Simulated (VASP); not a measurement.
Here is a VASP 6.6.1 calculation.

INCAR

```
PREC = Accurate
ENCUT = 520
EDIFF = 1E-6
ISMEAR = 0
SIGMA = 0.01
LREAL = F
LASPH = T
NELM = 80
ALGO = Normal
ISIF = 2
LWAVE = F
LCHARG = T
GGA = PS
LELF = T
LVHAR = T
NBANDS = 16
```

KPOINTS

```
regular mesh
0
Gamma
  6 6 6
```

POSCAR

```
CuI
1.0
    2.8659749977      2.8659749977      0.0000000000
   -2.8659749977      2.8659749977      0.0000000000
    0.0000000000      2.8659749977      2.8659749977
Cu I
1 1
Direct
    0.7500000000      0.2500000000      0.5000000000
    0.0000000000      0.0000000000      0.0000000000
```

Potentials or basis: VASP PAW PBE potentials, release 64 (Cu, I).

The run is started by

```sh
$ cat potpaw_PBE.64/Cu/POTCAR potpaw_PBE.64/I/POTCAR > POTCAR
$ mpirun -np 1 vasp_std > vasp.out
```

**Question.** Predict the pressure.

**Answer.** 7.4 GPa.

**Question.** What does it give for the band gap on the k mesh?

**Answer.** 1.53 eV.

Caveat: the cell stands under pressure; the PAW data sets were made with another functional, which shifts forces and pressure a little; spin-orbit coupling is left out, which moves the levels of the heavy elements.
